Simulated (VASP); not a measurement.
SnO2, 12 atoms in the cell. Symmetry: Pbcn, No. 60, orthorhombic system. Conventional cell: a = 4.744 Å, b = 5.758 Å, c = 5.186 Å, α = 90.00°, β = 90.00°, γ = 90.00°. Sn (site symmetry 2) has 6 O at 2.04 to 2.11 Å within 2.7 Å. Within 2.7 Å of O (site symmetry 1) lie 3 Sn at 2.04 to 2.11 Å and 1 O at 2.64 Å.  This cell differs from its parent crystal: uniaxial strain along c: -1.0 %.

```yaml
Program: VASP 6.6.1
Task: single point
Functional: r2SCAN
Potentials_or_basis: VASP PAW PBE potentials, release 64 (Sn_d, O)
Cutoff: 520 eV
k_mesh: 6 × 6 × 6
Occupations: gaussian, width 0.02 eV
Spin: no spin polarisation
Dipole_correction: no
Further_INCAR_settings: ALGO = Normal; EDIFF = 1e-06; NBANDS = 64
```

Potentials or basis: VASP PAW PBE potentials, release 64 (Sn_d, O).

The run is started by

```console
$ cat potpaw_PBE.64/Sn_d/POTCAR potpaw_PBE.64/O/POTCAR > POTCAR
$ cp INCAR.step1 INCAR
$ mpirun -np 1 vasp_std > vasp.out
$ cp INCAR.step2 INCAR
$ mpirun -np 1 vasp_std > vasp.out
```

Hardware: 1 thread of Oxide Virtual Turin-like Processor, on a shared host.

Q: How long does it take, and how much memory?

A: Run time: 64 min on 1 thread of Oxide Virtual Turin-like Processor, on a shared host, peak memory 0.51 GiB. Counts: k points 64.
